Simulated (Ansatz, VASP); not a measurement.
**Au: VASP beside Ansatz**

```
CELL_PARAMETERS angstrom
0.00000 2.08306 2.08306
2.08306 0.00000 2.08306
2.08306 2.08306 0.00000
ATOMIC_POSITIONS crystal
Au 0.00000 0.00000 0.00000
```

Alike in both runs: task relaxation of cell and atoms; functional PBE; k mesh 18 × 18 × 18; occupations methfessel-paxton of order 1, width 0.2 eV; no spin polarisation.

```csv
,VASP,Ansatz
version,VASP 6.6.1,Ansatz 0.2.0
potentials or method,"VASP PAW PBE potentials, release 64 (Au), cutoff 500 eV","scalar-relativistic, plane waves, PAW"
valence electrons in the cell,11,19
```

|  | VASP | Ansatz | Ansatz less VASP |
| --- | --- | --- | --- |
| gap on the k mesh at the Fermi level, each at its own relaxed structure (eV) | none | none | - |
| relaxed volume (Å³/atom) | 17.94 | 17.97 | +0.031 |
| relaxed cell length with the largest relative difference (Å) | 2.938 | 2.940 | +0.0017 |

A gap of «none» marks a metal or a gap that the smearing closes. VASP's potentials hold 11 valence electrons a cell and Ansatz's 19, so a difference there can come from the potentials and not from the codes.

Neither program's run includes spin-orbit coupling.
